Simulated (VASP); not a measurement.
# CoSi2 (AlB2 type) (P6/mmm) in VASP: a series of runs

CoSi2 (AlB2 type) is run at these levels: PBE; tasks: single point.

All numbers are computed with VASP 6.6.1; they aren't measurements. Logs are shortened: lines on timing, memory, paths and dates and some standing lists are left out, and cuts for length are marked.

## (1) The cell of the first run

Symmetry: P6/mmm, No. 191, hexagonal system. The conventional cell has a = 3.531 Å, b = 3.531 Å, c = 2.161 Å, α = 90.00°, β = 90.00°, γ = 120.00°. Co (site symmetry 6/mmm) has 2 Co at 2.16 Å and 12 Si at 2.31 Å within 2.9 Å. Si (site symmetry -6m2) has 5 Si at 2.04 to 2.16 Å and 6 Co at 2.31 Å within 2.7 Å.

## (2) Single point, PBE

INCAR reads:

```
SYSTEM = CoSi2
ALGO = Normal ; EDIFF = 1E-6
ENCUT = 520 ; GGA = PE
ISIF = 2 ; ISMEAR = -1
LASPH = .TRUE. ; LCHARG = .FALSE.
LREAL = .FALSE. ; LWAVE = .FALSE.
NBANDS = 16 ; NELM = 100
PREC = Accurate ; SIGMA = 0.08
```

KPOINTS reads:

```
k-points
0
G
  10 10 8
  0 0 0
```

POSCAR reads:

```
CoSi2
1.0
    3.5307847387      0.0000000000      0.0000000000
   -1.7653923693      3.0577492790      0.0000000000
    0.0000000000      0.0000000000      2.1610599751
Co Si
1 2
Direct
    0.0000000000      0.0000000000      0.0000000000
    0.3333333333      0.6666666667      0.5000000000
    0.6666666667      0.3333333333      0.5000000000
```

Potentials or basis: VASP PAW PBE potentials, release 64 (Co, Si).

The run is started by

```sh
cat potpaw_PBE.64/Co/POTCAR potpaw_PBE.64/Si/POTCAR > POTCAR
mpirun -np 1 vasp_std > vasp.out
```

OUTCAR:

```text
SYSTEM = CoSi2
   EDIFF = 1E-6
   ENCUT = 520
   GGA = PE
   ISIF = 2
   ISMEAR = -1
   LASPH = .TRUE.
   LREAL = .FALSE.
   NELM = 100
   PREC = Accurate

 ion  position               nearest neighbor table
   1  0.000  0.000  0.000-   2 2.31   3 2.31   2 2.31   3 2.31   2 2.31   2 2.31   3 2.31   3 2.31
                             3 2.31   3 2.31   2 2.31   2 2.31
   2  0.333  0.667  0.500-   3 2.04   3 2.04   3 2.04   1 2.31   1 2.31   1 2.31   1 2.31   1 2.31
                             1 2.31   3 2.97   3 2.97   3 2.97   3 2.97   3 2.97   3 2.97
   3  0.667  0.333  0.500-   2 2.04   2 2.04   2 2.04   1 2.31   1 2.31   1 2.31   1 2.31   1 2.31
                             1 2.31   2 2.97   2 2.97   2 2.97   2 2.97   2 2.97   2 2.97

  LATTYP: Found a hexagonal cell.
 ALAT       =     3.5307847387
 C/A-ratio  =     0.6120622284

  Lattice vectors:

 A1 = (   3.5307847387,   0.0000000000,   0.0000000000)
 A2 = (  -1.7653923693,   3.0577492790,   0.0000000000)
 A3 = (   0.0000000000,   0.0000000000,   2.1610599751)

Analysis of symmetry for initial positions (statically):
=====================================================================
 Subroutine PRICEL returns:
 Original cell was already a primitive cell.

 Routine SETGRP: Setting up the symmetry group for a
 hexagonal supercell.

 Subroutine GETGRP returns: Found 24 space group operations
 (whereof 24 operations were pure point group operations)
 out of a pool of 24 trial point group operations.

The static configuration has the point symmetry D_6h.

Analysis of symmetry for dynamics (positions and initial velocities):
=====================================================================
 Subroutine PRICEL returns:
 Original cell was already a primitive cell.

 Routine SETGRP: Setting up the symmetry group for a
 hexagonal supercell.

 Subroutine GETGRP returns: Found 24 space group operations
 (whereof 24 operations were pure point group operations)
 out of a pool of 24 trial point group operations.

The dynamic configuration has the point symmetry D_6h.

 Subroutine INISYM returns: Found 24 space group operations
 (whereof 24 operations are pure point group operations),
 and found     1 'primitive' translations

----------------------------------------------------------------------------------------

                                     Primitive cell

  volume of cell :      23.3314

  direct lattice vectors                    reciprocal lattice vectors
     3.530784739  0.000000000  0.000000000     0.283223157  0.163518966  0.000000000
    -1.765392369  3.057749279  0.000000000     0.000000000  0.327037932  0.000000000
     0.000000000  0.000000000  2.161059975     0.000000000  0.000000000  0.462735885

  length of vectors
     3.530784739  3.530784739  2.161059975     0.327037932  0.327037932  0.462735885

  position of ions in fractional coordinates (direct lattice)
     0.000000000  0.000000000  0.000000000
     0.333333333  0.666666667  0.500000000
     0.666666667  0.333333333  0.500000000

  ion indices of the primitive-cell ions
   primitive index   ion index
                 1           1
                 2           2
                 3           3

----------------------------------------------------------------------------------------

 KPOINTS: k-points

Automatic generation of k-mesh.
 Grid dimensions read from file:
 generate k-points for:   10   10    8

 Generating k-lattice:

  Cartesian coordinates                     Fractional coordinates (reciprocal lattice)
     0.028322316  0.016351897  0.000000000     0.100000000  0.000000000  0.000000000
     0.000000000  0.032703793  0.000000000     0.000000000  0.100000000  0.000000000
     0.000000000  0.000000000  0.057841986     0.000000000  0.000000000  0.125000000

  Length of vectors
     0.032703793  0.032703793  0.057841986

  Shift w.r.t. Gamma in fractional coordinates (k-lattice)
     0.000000000  0.000000000  0.000000000

 Subroutine IBZKPT returns following result:
 ===========================================

 Found     70 irreducible k-points:

 Following reciprocal coordinates:
            Coordinates               Weight
  0.000000  0.000000  0.000000      1.000000
  0.100000  0.000000  0.000000      6.000000
  0.200000  0.000000  0.000000      6.000000
  0.300000  0.000000  0.000000      6.000000
  0.400000  0.000000  0.000000      6.000000
  0.500000  0.000000  0.000000      3.000000
[... 16 lines left out ...]
  0.300000  0.100000  0.125000     24.000000
  0.400000  0.100000  0.125000     24.000000
 [... further k-points ...]
   k-points           NKPTS =     70   k-points in BZ     NKDIM =     70   number of bands    NBANDS=     16
   number of dos      NEDOS =    301   number of ions     NIONS =      3
   total plane-waves  NPLWV =  12544
   dimension x,y,z NGX =    28 NGY =   28 NGZ =   16
   dimension x,y,z NGXF=    56 NGYF=   56 NGZF=   32
   ions per type =               1   2
   NGX,Y,Z   is equivalent  to a cutoff of  13.18, 13.18, 12.31 a.u.
   NGXF,Y,Z  is equivalent  to a cutoff of  26.37, 26.37, 24.62 a.u.
 SYSTEM =  CoSi2
   PREC   = accura    normal or accurate (medium, high low for compatibility)
   ISTART =      0    job   : 0-new  1-cont  2-samecut
   ICHARG =      2    charge: 1-file 2-atom 10-const
   ISPIN  =      1    spin polarized calculation?
   LNONCOLLINEAR =      F non collinear calculations
   LSORBIT =      F    spin-orbit coupling
   LASPH  =      T    aspherical Exc in radial PAW
   ENCUT  =  520.0 eV  38.22 Ry    6.18 a.u.   6.56  6.56  4.02*2*pi/ulx,y,z
   NELM   =    100;   NELMIN=  2; NELMDL= -5     # of ELM steps
   EDIFF  = 0.1E-05   stopping-criterion for ELM
   LREAL  =      F    real-space projection
   EDIFFG = 0.1E-04   stopping-criterion for IOM
   NSW    =      0    number of steps for IOM
   IBRION =     -1    ionic relax: 0-MD 1-quasi-New 2-CG
   NFREE  =      0    steps in history (QN), initial steepest desc. (CG)
   ISIF   =      2    stress and relaxation
   ISYM   =      2    0-nonsym 1-usesym 2-fastsym
   POTIM  = 0.5000    time-step for ionic-motion
   TEBEG  =    0.0;   TEEND  =   0.0 temperature during run
   PSTRESS=    0.0 pullay stress
   NELECT =      17.0000    total number of electrons
   NUPDOWN=      -1.0000    fix difference up-down
   EMIN   =  10.00;   EMAX   =-10.00  energy-range for DOS
   EFERMI =   0.00;   METHOD = LEGACY
   ISMEAR =    -1;   SIGMA  =   0.08  broadening in eV -4-tet -1-fermi 0-gaus
   EFERMI_NEDOS =   21; number of points for ismear=-14 and -15
   IALGO  =     38    algorithm
   IMIX   =      4    mixing-type and parameters
     AMIX     =   0.40;   BMIX     =  1.00
     AMIX_MAG =   1.60;   BMIX_MAG =  1.00
  volume/ion in A,a.u.               =       7.78        52.48
  Fermi-wavevector in a.u.,A,eV,Ry     =   1.473142  2.783834 29.526631  2.170146
  Thomas-Fermi vector in A             =   2.588071
   LORBIT       =      0    0 simple, 1 ext, 2 COOP (PROOUT), +10 PAW based schemes
   GGA     = PE    functional components
   LHFCALC =     F    Hartree Fock is set to
   AEXX    =    0.0000 exact exchange contribution
   IVDW    =     0    specifies the selected vdW correction
   LEPSILON=     F    determine dielectric tensor
   LRPA    =     F    only Hartree local field effects (RPA)
 non-spin polarized calculation
  energy-cutoff  :      520.00
  volume of cell :       23.33
 maximum number of plane-waves:       650
 NGX is ok and might be reduce to    28

 number of electron      17.0000004 magnetization

 Free energy of the ion-electron system (eV)
  ---------------------------------------------------
  ext. energy  EPLUGINS =         0.00000000
  ---------------------------------------------------
  free energy    TOTEN  =       -11.11981661 eV

  energy without entropy =      -11.07801934  energy(sigma->0) =      -11.09891797

 E-fermi :  19.7645     XC(G=0): -14.4160

 val. band max:       19.7618631627   @ k =   0.3000   0.1000   0.3750
 cond. band min:      19.7811307965   @ k =   0.3000   0.1000   0.0000
 fundamental gap:      0.0192676338
 Fermi energy:        19.7644777243

 k-point     1 :       0.0000    0.0000    0.0000
  band No.  band energies     occupation
      1       0.3313      2.00000
      2      10.6468      2.00000
      3      10.6468      2.00000
      4      13.5543      2.00000
      5      15.8757      2.00000
      6      16.2165      2.00000
[... 8 lines left out ...]
     15      38.4565      0.00000
     16      38.4565      0.00000

 k-point     2 :       0.1000    0.0000    0.0000
  band No.  band energies     occupation
      1       0.4875      2.00000
      2      10.0248      2.00000
      3      10.6551      2.00000
      4      13.4187      2.00000
      5      15.8415      2.00000
      6      16.0812      2.00000
[... 8 lines left out ...]
     15      37.9112      0.00000
     16      38.4154      0.00000

 k-point     3 :       0.2000    0.0000    0.0000
  band No.  band energies     occupation
      1       0.9503      2.00000
      2       8.6780      2.00000
      3      10.6772      2.00000
      4      12.9907      2.00000
      5      15.3028      2.00000
      6      15.7871      2.00000
[... 8 lines left out ...]
     15      35.9875      0.00000
     16      36.7826      0.00000

 k-point     4 :       0.3000    0.0000    0.0000
  band No.  band energies     occupation
      1       1.6995      2.00000
      2       7.1374      2.00000
      3      10.7053      2.00000
      4      12.3931      2.00000
      5      15.0371      2.00000
      6      15.4970      2.00000
[... 8 lines left out ...]
     15      33.0478      0.00000
     16      35.5126      0.00000
[... 324 lines left out ...]
 k-point    22 :       0.2000    0.1000    0.1250
  band No.  band energies     occupation
      1       1.8786      2.00000
      2       8.2279      2.00000
      3      10.5702      2.00000
      4      13.4008      2.00000
      5      15.1422      2.00000
      6      15.2895      2.00000
[... 8 lines left out ...]
     15      33.3351      0.00000
     16      33.8760      0.00000

 k-point    23 :       0.3000    0.1000    0.1250
  band No.  band energies     occupation
      1       2.7342      2.00000
      2       6.8045      2.00000
      3      10.2375      2.00000
      4      13.2182      2.00000
      5      15.1569      2.00000
      6      15.3482      2.00000
[... 8 lines left out ...]
     15      32.7968      0.00000
     16      33.4984      0.00000

 k-point    24 :       0.4000    0.1000    0.1250
  band No.  band energies     occupation
      1       3.7301      2.00000
      2       5.4958      2.00000
      3      10.0356      2.00000
      4      13.1140      2.00000
      5      15.2329      2.00000
      6      15.3648      2.00000
[... 8 lines left out ...]
     15      31.6106      0.00000
     16      33.2090      0.00000

 [... further k-points ...]
[... 5 lines left out ...]
  --------------------------------------------------------------------------------------
  -------------------------------------------------------------------------------------
  Total       29.4441740     29.4441740     29.3917482      0.0000000      0.0000000      0.0000000
  in kB     2021.9481982   2021.9481982   2018.3480910      0.0000000      0.0000000      0.0000000
  external PRESSURE =    2020.7481625 kB  Pullay stress =       0.0000000 kB

 VOLUME and BASIS-vectors are now :
 -----------------------------------------------------------------------------
  energy-cutoff  :      520.00
  volume of cell :       23.33
      direct lattice vectors                 reciprocal lattice vectors
     3.530784739  0.000000000  0.000000000     0.283223157  0.163518966  0.000000000
    -1.765392369  3.057749279  0.000000000     0.000000000  0.327037932  0.000000000
     0.000000000  0.000000000  2.161059975     0.000000000  0.000000000  0.462735885

 POSITION                                       TOTAL-FORCE (eV/Angst)
 -----------------------------------------------------------------------------------
      0.00000      0.00000      0.00000         0.000000      0.000000      0.000000
     -0.00000      2.03850      1.08053        -0.000000      0.000000     -0.000000
      1.76539      1.01925      1.08053         0.000000      0.000000      0.000000
 -----------------------------------------------------------------------------------
    total drift:                               -0.000000      0.000000      0.000000

  FREE ENERGIE OF THE ION-ELECTRON SYSTEM (eV)
  ---------------------------------------------------
  free  energy   TOTEN  =       -11.1198166115 eV

  energy  without entropy=      -11.0780193367  energy(sigma->0) =      -11.09891797
```

Wall time 44 s (1 thread of Intel Xeon Platinum 8488C (Sapphire Rapids), shared host); peak memory 0.15 GiB.

What came out:

```yaml
Free_energy: -11.1198 eV
Pressure: 202.1 GPa
```

Levels at points of the mesh, in eV from the Fermi level:
| k point | band 7 | band 8 | band 9 | band 10 | band 11 | band 12 |
| --- | --- | --- | --- | --- | --- | --- |
| (0.00, 0.00, 0.00) | -3.55 | -1.77 | -1.77 | 0.34 | 0.34 | 5.31 |
| (0.50, 0.00, 0.00) | -1.97 | -1.84 | 0.24 | 5.06 | 5.38 | 6.80 |
| (0.00, 0.00, 0.50) | -1.42 | -1.42 | -0.23 | 0.43 | 5.27 | 5.27 |
| (0.50, 0.00, 0.50) | -3.19 | -0.55 | -0.49 | 0.65 | 1.08 | 1.26 |

Caveat: the k points lie up to 0.36 Å⁻¹ apart. Spin polarisation is off, so any magnetic state and its effect on volume and gap are missing.

## (3) Single point, PBE

INCAR reads:

```
  PREC = Accurate
  ENCUT = 520
  EDIFF = 1E-7
  ISMEAR = -1
  SIGMA = 0.08
  LREAL = F
  LASPH = T
  NELM = 100
  ALGO = Normal
  ISIF = 2
  LWAVE = F
  LCHARG = F
  GGA = PE
  NBANDS = 16
```

KPOINTS reads:

```
Automatic mesh
0
Gamma
  10 10 8
```

POSCAR is that of step 2.

Potentials or basis: VASP PAW PBE potentials, release 64 (Co, Si).

The run is started by

```sh
cat potpaw_PBE.64/Co/POTCAR potpaw_PBE.64/Si/POTCAR > POTCAR
mpirun -np 1 vasp_std > vasp.out
```

OUTCAR:

```text
PREC = Accurate
   ENCUT = 520
   EDIFF = 1E-7
   ISMEAR = -1
   LREAL = F
   LASPH = T
   NELM = 100
   ISIF = 2
   GGA = PE

 ion  position               nearest neighbor table
   1  0.000  0.000  0.000-   2 2.31   3 2.31   2 2.31   3 2.31   2 2.31   2 2.31   3 2.31   3 2.31
                             3 2.31   3 2.31   2 2.31   2 2.31
   2  0.333  0.667  0.500-   3 2.04   3 2.04   3 2.04   1 2.31   1 2.31   1 2.31   1 2.31   1 2.31
                             1 2.31   3 2.97   3 2.97   3 2.97   3 2.97   3 2.97   3 2.97
   3  0.667  0.333  0.500-   2 2.04   2 2.04   2 2.04   1 2.31   1 2.31   1 2.31   1 2.31   1 2.31
[... 658 lines left out ...]
  -------------------------------------------------------------------------------------
  Total       29.4359736     29.4359736     29.3849478      0.0000000     -0.0000000      0.0000000
  in kB     2021.3850748   2021.3850748   2017.8811030      0.0000000     -0.0000000      0.0000000
  external PRESSURE =    2020.2170842 kB  Pullay stress =       0.0000000 kB

 VOLUME and BASIS-vectors are now :
 -----------------------------------------------------------------------------
  energy-cutoff  :      520.00
  volume of cell :       23.33
      direct lattice vectors                 reciprocal lattice vectors
     3.530784739  0.000000000  0.000000000     0.283223157  0.163518966  0.000000000
    -1.765392369  3.057749279  0.000000000     0.000000000  0.327037932  0.000000000
     0.000000000  0.000000000  2.161059975     0.000000000  0.000000000  0.462735885

 POSITION                                       TOTAL-FORCE (eV/Angst)
 -----------------------------------------------------------------------------------
      0.00000      0.00000      0.00000        -0.000000      0.000000     -0.000000
     -0.00000      2.03850      1.08053         0.000000      0.000000      0.000000
      1.76539      1.01925      1.08053         0.000000      0.000000     -0.000000
 -----------------------------------------------------------------------------------
    total drift:                               -0.000000      0.000000      0.000000

  FREE ENERGIE OF THE ION-ELECTRON SYSTEM (eV)
  ---------------------------------------------------
  free  energy   TOTEN  =       -11.1198164741 eV

  energy  without entropy=      -11.0780188395  energy(sigma->0) =      -11.09891766
```

It took 39 s on 1 thread of Intel Xeon Platinum 8488C (Sapphire Rapids), shared host; peak memory 0.15 GiB.

What came out:

```yaml
Free_energy: -11.1198 eV
Pressure: 202.0 GPa
```

Levels at points of the mesh, in eV from the Fermi level:
| k point | band 6 | band 7 | band 8 | band 9 | band 10 | band 11 | band 12 | band 13 |
| --- | --- | --- | --- | --- | --- | --- | --- | --- |
| (0.00, 0.00, 0.00) | -3.55 | -3.55 | -1.77 | -1.77 | 0.34 | 0.34 | 5.31 | 9.77 |
| (0.50, 0.00, 0.00) | -4.54 | -1.97 | -1.84 | 0.24 | 5.06 | 5.38 | 6.80 | 9.74 |
| (0.00, 0.00, 0.50) | -4.87 | -1.42 | -1.42 | -0.23 | 0.43 | 5.27 | 5.27 | 6.21 |
| (0.50, 0.00, 0.50) | -3.25 | -3.19 | -0.55 | -0.49 | 0.65 | 1.08 | 1.26 | 5.21 |

Caveat: the k points lie up to 0.36 Å⁻¹ apart.
